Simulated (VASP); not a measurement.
# SiO2 in VASP: a series of runs, part 2 of 3

VASP 6.6.1.

## Step 3: Single point, r2SCAN (strain -2.0%)

Contents of POSCAR:

```
SiO2
1.0
    0.0000000000      2.2188857349      2.2188857349
    2.2188857349      0.0000000000      2.2188857349
    2.2188857349      2.2188857349      0.0000000000
Si O
1 2
Direct
    0.0000000000      0.0000000000      0.0000000000
    0.2500000000      0.2500000000      0.2500000000
    0.7500000000      0.7500000000      0.7500000000
```

Contents of INCAR.step1:

```
SYSTEM = SiO2
PREC = Accurate
ENCUT = 520
ISMEAR = 0
SIGMA = 0.01
LREAL = .FALSE.
LASPH = .TRUE.
NELM = 100
NBANDS = 15
GGA = PE
ALGO = Normal
EDIFF = 1E-4
LWAVE = .TRUE.
LCHARG = .FALSE.
```

Contents of INCAR.step2:

```
SYSTEM = SiO2
PREC = Accurate
ENCUT = 520
EDIFF = 1E-6
ISMEAR = 0
SIGMA = 0.01
LREAL = .FALSE.
LASPH = .TRUE.
NELM = 100
ALGO = Normal
ISIF = 2
LWAVE = .FALSE.
LCHARG = .FALSE.
METAGGA = R2SCAN
LMIXTAU = .TRUE.
NBANDS = 15
ISTART = 1
```

Contents of KPOINTS:

```
regular mesh
0
G
  10 10 10
  0 0 0
```

Potentials or basis: VASP PAW PBE potentials, release 64 (Si, O).

Launch:

```
$ cat potpaw_PBE.64/Si/POTCAR potpaw_PBE.64/O/POTCAR > POTCAR
$ cp INCAR.step1 INCAR
$ mpirun -np 1 vasp_std > vasp.out
$ cp INCAR.step2 INCAR
$ mpirun -np 1 vasp_std > vasp.out
```

OUTCAR:

```text
SYSTEM = SiO2
   PREC = Accurate
   ENCUT = 520
   EDIFF = 1E-6
   ISMEAR = 0
   LREAL = .FALSE.
   LASPH = .TRUE.
   NELM = 100
   ISIF = 2
   METAGGA = R2SCAN
   ISTART = 1

 ion  position               nearest neighbor table
   1  0.000  0.000  0.000-   3 1.92   3 1.92   3 1.92   2 1.92   2 1.92   2 1.92   3 1.92   2 1.92

   2  0.250  0.250  0.250-   1 1.92   1 1.92   1 1.92   1 1.92
   3  0.750  0.750  0.750-   1 1.92   1 1.92   1 1.92   1 1.92

  LATTYP: Found a face centered cubic cell.
 ALAT       =     4.4377714698

  Lattice vectors:

 A1 = (   0.0000000000,   2.2188857349,   2.2188857349)
 A2 = (   2.2188857349,   0.0000000000,   2.2188857349)
 A3 = (   2.2188857349,   2.2188857349,   0.0000000000)

Analysis of symmetry for initial positions (statically):
=====================================================================
 Subroutine PRICEL returns:
 Original cell was already a primitive cell.

 Routine SETGRP: Setting up the symmetry group for a
 face centered cubic supercell.

 Subroutine GETGRP returns: Found 48 space group operations
 (whereof 48 operations were pure point group operations)
 out of a pool of 48 trial point group operations.
[... 173 lines left out ...]
  band No.  band energies     occupation
      1     -14.4917      2.00000
      2      -6.8316      2.00000
      3       3.8597      2.00000
      4       3.8597      2.00000
      5       3.8597      2.00000
      6       7.8807      2.00000
      7       7.8807      2.00000
      8       7.8807      2.00000
      9      14.2268      0.00000
     10      17.2363      0.00000
     11      17.2363      0.00000
     12      17.2363      0.00000
     13      23.9107      0.00000
     14      23.9107      0.00000
[... 401 lines left out ...]
      2      -8.8267      2.00000
      3      -0.0494      2.00000
      4       1.8738      2.00000
      5       1.9082      2.00000
      6       8.6007      2.00000
      7       8.7736      2.00000
      8       8.8834      2.00000
      9      14.1044      0.00000
     10      19.1223      0.00000
     11      23.1554      0.00000
     12      23.2456      0.00000
     13      24.2979      0.00000
     14      27.3628      0.00000
     15      31.9129      0.00000

 [... further k-points ...]
[... 5 lines left out ...]
  --------------------------------------------------------------------------------------
  -------------------------------------------------------------------------------------
  Total        2.9713467      2.9713467      2.9713467      0.0000000      0.0000000      0.0000000
  in kB      217.8858880    217.8858880    217.8858880      0.0000000      0.0000000      0.0000000
  external PRESSURE =     217.8858880 kB  Pullay stress =       0.0000000 kB

 VOLUME and BASIS-vectors are now :
 -----------------------------------------------------------------------------
  energy-cutoff  :      520.00
  volume of cell :       21.85
      direct lattice vectors                 reciprocal lattice vectors
     0.000000000  2.218885735  2.218885735    -0.225338327  0.225338327  0.225338327
     2.218885735  0.000000000  2.218885735     0.225338327 -0.225338327  0.225338327
     2.218885735  2.218885735  0.000000000     0.225338327  0.225338327 -0.225338327

 POSITION                                       TOTAL-FORCE (eV/Angst)
 -----------------------------------------------------------------------------------
      0.00000      0.00000      0.00000        -0.000000     -0.000000     -0.000000
      1.10944      1.10944      1.10944        -0.000000     -0.000000     -0.000000
      3.32833      3.32833      3.32833         0.000000      0.000000      0.000000
 -----------------------------------------------------------------------------------
    total drift:                                0.000000      0.000000      0.000000

  FREE ENERGIE OF THE ION-ELECTRON SYSTEM (eV)
  ---------------------------------------------------
  free  energy   TOTEN  =       -25.6860247706 eV

  energy  without entropy=      -25.6860247706  energy(sigma->0) =      -25.68602477
```

OSZICAR.step1:

```text
N       E                     dE             d eps       ncg     rms          rms(c)
DAV:   1     0.469290494530E+02    0.46929E+02   -0.88699E+03  1490   0.102E+03
DAV:   2    -0.207773901668E+02   -0.67706E+02   -0.62162E+02  1886   0.221E+02
DAV:   3    -0.225431665811E+02   -0.17658E+01   -0.17618E+01  1662   0.330E+01
DAV:   4    -0.225488062008E+02   -0.56396E-02   -0.56393E-02  1858   0.220E+00
DAV:   5    -0.225488325306E+02   -0.26330E-04   -0.26330E-04  1645   0.144E-01    0.116E+01
DAV:   6    -0.197259044607E+02    0.28229E+01   -0.52795E+00  1494   0.216E+01    0.447E+00
DAV:   7    -0.197231344529E+02    0.27700E-02   -0.31894E-01  1739   0.460E+00    0.180E+00
DAV:   8    -0.197220017580E+02    0.11327E-02   -0.13205E-02  1515   0.127E+00    0.538E-01
DAV:   9    -0.197236153281E+02   -0.16136E-02   -0.29805E-03  1543   0.537E-01    0.169E-01
DAV:  10    -0.197238656320E+02   -0.25030E-03   -0.47611E-04  1564   0.169E-01    0.306E-02
DAV:  11    -0.197238541354E+02    0.11497E-04   -0.25530E-05  1202   0.453E-02
   1 F= -.19723854E+02 E0= -.19723854E+02  d E =-.432521E-64
```

Run time: 60 s. Hardware: 1 thread of Intel Xeon 8259CL, shared host; peak memory 0.14 GiB.

Results:

- Free energy: -25.6860 eV
- Pressure: 21.8 GPa
- Band gap on the k mesh: 2.75 eV

Levels at points of the mesh, in eV from the valence-band top:
| k point | band 6 | band 7 | band 8 | band 9 | band 10 | band 11 |
| --- | --- | --- | --- | --- | --- | --- |
| (0.00, 0.00, 0.00) | -2.51 | -2.51 | -2.51 | 3.83 | 6.84 | 6.84 |
| (0.50, 0.00, 0.00) | -5.52 | -5.07 | -5.07 | 7.58 | 10.97 | 11.65 |
| (0.50, 0.50, 0.00) | -1.14 | -1.14 | 0.00 | 2.75 | 9.91 | 12.63 |

Caveat: the cell differs from its parent crystal (strain -2.0%); the cell stands under pressure; the PAW data sets were made with another functional, which shifts forces and pressure a little. A k mesh can miss the band edges.

## Step 4: Single point, r2SCAN

Contents of POSCAR:

```
SiO2
1.0
    0.0000000000      2.2641691173      2.2641691173
    2.2641691173      0.0000000000      2.2641691173
    2.2641691173      2.2641691173      0.0000000000
Si O
1 2
Direct
    0.0000000000      0.0000000000      0.0000000000
    0.2500000000      0.2500000000      0.2500000000
    0.7500000000      0.7500000000      0.7500000000
```

Contents of INCAR.step1:

```
SYSTEM = SiO2
  PREC = Accurate
  ENCUT = 520
  ISMEAR = 0
  SIGMA = 0.01
  LREAL = .FALSE.
  LASPH = .TRUE.
  NELM = 60
  NBANDS = 15
  GGA = PE
  ALGO = Normal
  EDIFF = 1E-4
  LWAVE = .TRUE.
  LCHARG = .FALSE.
```

Contents of INCAR.step2:

```
SYSTEM = SiO2
  PREC = Accurate
  ENCUT = 520
  EDIFF = 1E-7
  ISMEAR = 0
  SIGMA = 0.01
  LREAL = .FALSE.
  LASPH = .TRUE.
  NELM = 60
  ALGO = Normal
  ISIF = 2
  LWAVE = .FALSE.
  LCHARG = .FALSE.
  METAGGA = R2SCAN
  LMIXTAU = .TRUE.
  NBANDS = 15
  ISTART = 1
```

KPOINTS is that of step 3.

Potentials or basis: VASP PAW PBE potentials, release 64 (Si, O).

Launch:

```
$ cat potpaw_PBE.64/Si/POTCAR potpaw_PBE.64/O/POTCAR > POTCAR
$ cp INCAR.step1 INCAR
$ mpirun -np 1 vasp_std > vasp.out
$ cp INCAR.step2 INCAR
$ mpirun -np 1 vasp_std > vasp.out
```

OUTCAR:

```text
SYSTEM = SiO2
   PREC = Accurate
   ENCUT = 520
   EDIFF = 1E-7
   ISMEAR = 0
   LREAL = .FALSE.
   LASPH = .TRUE.
   NELM = 60
   ISIF = 2
   METAGGA = R2SCAN
   ISTART = 1

 ion  position               nearest neighbor table
   1  0.000  0.000  0.000-   3 1.96   3 1.96   3 1.96   2 1.96   3 1.96   2 1.96   2 1.96   2 1.96

   2  0.250  0.250  0.250-   1 1.96   1 1.96   1 1.96   1 1.96
   3  0.750  0.750  0.750-   1 1.96   1 1.96   1 1.96   1 1.96

  LATTYP: Found a face centered cubic cell.
 ALAT       =     4.5283382346

[... 616 lines left out ...]
     12      21.6133      0.00000
     13      22.7424      0.00000
     14      26.1407      0.00000
     15      30.1190      0.00000

 [... further k-points ...]
[... 5 lines left out ...]
  --------------------------------------------------------------------------------------
  -------------------------------------------------------------------------------------
  Total        0.0829468      0.0829468      0.0829468     -0.0000000      0.0000000     -0.0000000
  in kB        5.7247127      5.7247127      5.7247127     -0.0000000      0.0000000     -0.0000000
  external PRESSURE =       5.7247127 kB  Pullay stress =       0.0000000 kB

 VOLUME and BASIS-vectors are now :
 -----------------------------------------------------------------------------
  energy-cutoff  :      520.00
  volume of cell :       23.21
      direct lattice vectors                 reciprocal lattice vectors
     0.000000000  2.264169117  2.264169117    -0.220831561  0.220831561  0.220831561
     2.264169117  0.000000000  2.264169117     0.220831561 -0.220831561  0.220831561
     2.264169117  2.264169117  0.000000000     0.220831561  0.220831561 -0.220831561

 POSITION                                       TOTAL-FORCE (eV/Angst)
 -----------------------------------------------------------------------------------
      0.00000      0.00000      0.00000         0.000000      0.000000      0.000000
      1.13208      1.13208      1.13208         0.000000      0.000000     -0.000000
      3.39625      3.39625      3.39625        -0.000000     -0.000000      0.000000
 -----------------------------------------------------------------------------------
    total drift:                                0.000000      0.000000      0.000000

  FREE ENERGIE OF THE ION-ELECTRON SYSTEM (eV)
  ---------------------------------------------------
  free  energy   TOTEN  =       -25.7797060507 eV

  energy  without entropy=      -25.7797060507  energy(sigma->0) =      -25.77970605
```

OUTCAR.step1:

```text
SYSTEM = SiO2
   PREC = Accurate
   ENCUT = 520
   ISMEAR = 0
   LREAL = .FALSE.
   LASPH = .TRUE.
   NELM = 60
[... 656 lines left out ...]
      0.00000      0.00000      0.00000         0.000000      0.000000     -0.000000
      1.13208      1.13208      1.13208         0.000000      0.000000     -0.000000
      3.39625      3.39625      3.39625        -0.000000     -0.000000      0.000000
 -----------------------------------------------------------------------------------
    total drift:                                0.000000      0.000000      0.000000

  FREE ENERGIE OF THE ION-ELECTRON SYSTEM (eV)
  ---------------------------------------------------
  free  energy   TOTEN  =       -19.9013059060 eV

  energy  without entropy=      -19.9013059060  energy(sigma->0) =      -19.90130591
```

Wall time 75 s (1 thread of Intel Xeon 8259CL, shared host); peak memory 0.14 GiB.

What came out:

```
Free energy            : -25.7797 eV
Pressure               : 0.6 GPa
Band gap on the k mesh : 2.68 eV
```

Caveat: the PAW data sets were made with another functional, which shifts forces and pressure a little. A k mesh can miss the band edges.

[end of part 2 of 3]
